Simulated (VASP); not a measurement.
Crystal: MgW2Br4O4.

```
Mg W Br O
1.0
     3.85782    0.00000    0.00000
     0.00000    8.48089    0.00000
    -0.01191    0.00000    7.75524
Mg W Br O
1 2 4 4
Direct
  0.49931 0.50000 0.20440
  0.00139 0.00000 0.96771
  0.99853 0.00000 0.46466
  0.00348 0.31479 0.98409
  0.00348 0.68521 0.98409
  0.99703 0.31393 0.44760
  0.99703 0.68607 0.44760
  0.50110 0.00000 0.96567
  0.99978 0.00000 0.70844
  0.49880 0.00000 0.46582
  0.00006 0.00000 0.22249
```

- Program: VASP 6.6.1
- Task: relaxation of cell and atoms
- Functional: PBE
- Potentials or basis: VASP PAW PBE potentials, release 64 (Mg_sv, W_sv, Br, O)
- Cutoff: 840 eV
- k mesh: 4 × 2 × 2
- Occupations: gaussian, width 0.1 eV
- Spin: no spin polarisation

At the start: pressure -3.9 GPa; volume 23.07 Å³/atom.

Task: Where does the relaxation end?

Result: Over 11 steps the energy falls by 24.2 meV/atom and the volume is 22.14 Å³/atom (-4.0 %); space group Pmm2 (No. 25, to 0.1 Å) before and after.

Step by step:
```
step  energy change (eV)  largest force (eV/Å)  pressure (GPa)  volume (Å³)
   1              0.0000                1.8949           -3.90       253.73
   2              0.0186                2.2158            5.76       233.62
   3             -0.2523                0.5684            0.34       243.24
   4             -0.2524                0.5363            0.44       243.03
   5             -0.2554                0.4984           -0.22       244.16
   6             -0.2617                0.1306            0.06       243.65
   7             -0.2632                0.0810           -0.10       243.94
   8             -0.2632                0.0897           -0.14       243.98
   9             -0.2644                0.1016           -0.06       243.79
  10             -0.2657                0.1313            0.13       243.32
  11             -0.2665                0.0341            0.03       243.50
```

Final structure:
```
CELL_PARAMETERS angstrom
3.79868 0.00000 -0.00004
0.00000 8.42872 0.00000
-0.01181 0.00000 7.60509
ATOMIC_POSITIONS crystal
Mg 0.49967 0.50000 0.20733
W 0.00165 0.00000 0.96723
W 0.99847 0.00000 0.46435
Br 0.00337 0.31433 0.98027
Br 0.00337 0.68567 0.98027
Br 0.99669 0.31321 0.44985
Br 0.99669 0.68679 0.44985
O 0.50130 0.00000 0.96658
O 0.00003 0.00000 0.71586
O 0.49881 0.00000 0.46537
O 0.99994 0.00000 0.21561
```

Caveat: the k points lie up to 0.41 Å⁻¹ apart in the final cell, too coarse for converged energies and pressures of a metal.
